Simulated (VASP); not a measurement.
Crystal: Ag.

```
Ag
1.0
     2.73449   -1.80729    0.00000
     2.73449    1.80729    0.00000
     0.00000    0.00000    7.37238
Ag
4
Direct
  0.85000 0.15000 0.11700
  0.65000 0.35000 0.61700
  0.15000 0.85000 0.88300
  0.35000 0.65000 0.38300
```

```yaml
Program: VASP 6.6.1
Task: relaxation of cell and atoms
Functional: PBEsol
Potentials_or_basis: VASP PAW PBE potentials, release 64 (Ag)
Cutoff: 600 eV
k_mesh: 6 × 6 × 4
Occupations: gaussian, width 0.1 eV
Spin: no spin polarisation
```

At the start: pressure 30.9 GPa; volume 18.22 Å³/atom.

Question: How do energy, volume and symmetry change on relaxing?

Answer: Over 28 steps the energy falls by 1569.1 meV/atom and the volume is 16.66 Å³/atom (-8.6 %); space group Cmce (No. 64, to 0.1 Å) before, Fmmm (No. 69, to 0.1 Å).

The path:
```tsv
step	energy change (eV)	largest force (eV/Å)	pressure (GPa)	volume (Å³)
1	0.0000	12.0414	30.93	72.87
2	-3.0053	0.8864	-1.90	110.85
3	-3.0248	0.8892	-2.09	110.06
4	-3.0457	0.8935	-2.28	109.24
5	-3.9028	1.4762	-4.99	90.89
6	-4.4365	1.3904	-3.24	81.82
7	-4.2780	1.0785	2.25	77.33
8	-4.4413	1.3541	-2.57	81.03
9	-4.4451	1.2927	-2.05	80.45
10	-5.1458	0.6377	-5.98	78.36
11	-5.7011	0.3694	-7.31	75.09
12	-5.9697	0.6089	3.50	66.15
13	-6.0537	0.4133	-3.76	70.06
14	-6.0821	0.3792	5.74	64.46
15	-6.1102	0.4000	1.32	66.67
16	-6.1669	0.2511	1.14	66.57
17	-6.1925	0.3382	1.20	66.42
18	-6.2157	0.2067	-2.05	68.13
19	-6.2157	0.2070	-2.01	68.13
20	-6.2372	0.1502	-1.29	67.60
21	-6.2536	0.1909	0.05	66.74
22	-6.2537	0.2067	0.23	66.65
23	-6.2622	0.1642	0.19	66.61
24	-6.2746	0.0632	0.32	66.47
25	-6.2747	0.0597	0.36	66.45
26	-6.2753	0.0133	-0.70	67.03
27	-6.2756	0.0291	-0.26	66.81
28	-6.2765	0.0165	0.00	66.64
```

Final structure:
```
Ag
1.0
     1.99125   -2.02738    0.00000
     1.99125    2.02738    0.00000
     0.00000    0.00000    8.25311
Ag
4
Cartesian
  1.9913 -1.0097 1.0328
  1.9913 -1.0177 5.1593
  1.9913 1.0097 7.2203
  1.9913 1.0177 3.0938
```

Caveat: the PAW data sets were made with another functional, which shifts forces and pressure a little.
